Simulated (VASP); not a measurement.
Wanted: the native input for a VASP 6.6.1 run.

```
Task                   : single point
Functional             : PBE
Potentials or basis    : VASP PAW PBE potentials, release 64 (Be, H)
Cutoff                 : 520 eV
k mesh                 : 8 × 8 × 14
Occupations            : gaussian, width 0.1 eV
Spin                   : no spin polarisation
Dipole correction      : no
Further INCAR settings : ALGO = Normal; EDIFF = 1e-06; NBANDS = 18
```

The structure of Be2H3 lies in POSCAR:

```
Be2H3
1.0
    5.7721299145      0.0000000000      0.0000000000
    0.0000000000      5.7721299145      0.0000000000
    0.0000000000      0.0000000000      2.3158811190
Be H
4 6
Direct
    0.2751559316      0.0000000000      0.5000000000
    0.7248440684      0.0000000000      0.5000000000
    0.0000000000      0.2751559316      0.5000000000
    0.0000000000      0.7248440684      0.5000000000
    0.0000000000      0.5000000000      0.0000000000
    0.5000000000      0.0000000000      0.0000000000
    0.8164151997      0.5000000000      0.0000000000
    0.1835848003      0.5000000000      0.0000000000
    0.5000000000      0.8164151997      0.0000000000
    0.5000000000      0.1835848003      0.0000000000
```

One way to write it, as run:

INCAR

```
SYSTEM = Be2H3
PREC     = Accurate       ! precision mode
ENCUT    = 520            ! plane-wave cutoff, eV
EDIFF    = 1E-6           ! SCF threshold, eV
ISMEAR   = 0              ! smearing method
SIGMA    = 0.1            ! smearing width, eV
LREAL    = .FALSE.        ! projectors in reciprocal space
LASPH    = .TRUE.         ! aspherical terms in the spheres
NELM     = 100            ! most SCF steps
ALGO     = Normal         ! electronic algorithm
ISIF     = 2              ! what is computed and relaxed
LWAVE    = .FALSE.        ! write WAVECAR
LCHARG   = .FALSE.        ! write CHGCAR
GGA      = PE             ! functional
NBANDS   = 18             ! bands
```

KPOINTS

```
regular mesh
0
G
  8 8 14
  0 0 0
```

Potentials or basis: VASP PAW PBE potentials, release 64 (Be, H).

The run is started by

```sh
$ cat potpaw_PBE.64/Be/POTCAR potpaw_PBE.64/H/POTCAR > POTCAR
$ mpirun -np 1 vasp_std > vasp.out
```

It gave:

```json
{"Pressure": "-0.1 GPa", "Largest force": "0.007 eV/Å", "Band gap on the k mesh": "zero (band 7 reaches 3.35 eV, above the bottom of band 8 at 1.10 eV)"}
```

It took 100 s on 1 thread of Intel(R) Xeon(R) Platinum 8259CL CPU @ 2.50GHz (Skylake/Cascade Lake) (shared host), peak memory 0.27 GiB.
